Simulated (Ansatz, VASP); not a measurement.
# One calculation of GeN, two programs

```
Ge N
1.0
    -1.54757    3.82891    2.57040
     1.54757   -3.82891    2.57040
     1.54757    3.82891   -2.57040
Ge N
2 2
Direct
  0.27078 0.60614 0.66465
  0.94149 0.60614 0.33535
  0.01115 0.26258 0.74857
  0.51401 0.26258 0.25143
```

Alike in both runs: functional PBE; k mesh 10 × 10 × 10; occupations gaussian, width 0.02 eV; no spin polarisation.

Ansatz relaxed the structure, and its values are those at the end. VASP's run is a single point on that final structure, the one shown.

|  | VASP | Ansatz |
| --- | --- | --- |
| version | VASP 6.6.1 | Ansatz 0.2.0 |
| potentials or method | VASP PAW PBE potentials, release 64 (Ge_d, N), cutoff 520 eV | scalar-relativistic, plane waves, PAW |
| valence electrons in the cell | 38 | 38 |

VASP gave:

| Item | Value |
| --- | --- |
| gap on the k mesh at the Fermi level (eV) | 0.67 |
| least direct gap on the mesh (eV) | 0.67 |
| pressure (GPa) | -0.3 |
| rms of the force components (eV/Å) | 0.013 |

Question: Estimate Ansatz's values.

Answer: gap on the k mesh at the Fermi level (eV): 0.66; least direct gap on the mesh (eV): 0.66; pressure (GPa): 0.0; rms of the force components (eV/Å): 0.001.

The functional is the same, so the differences come from potentials, cutoffs and numerics.
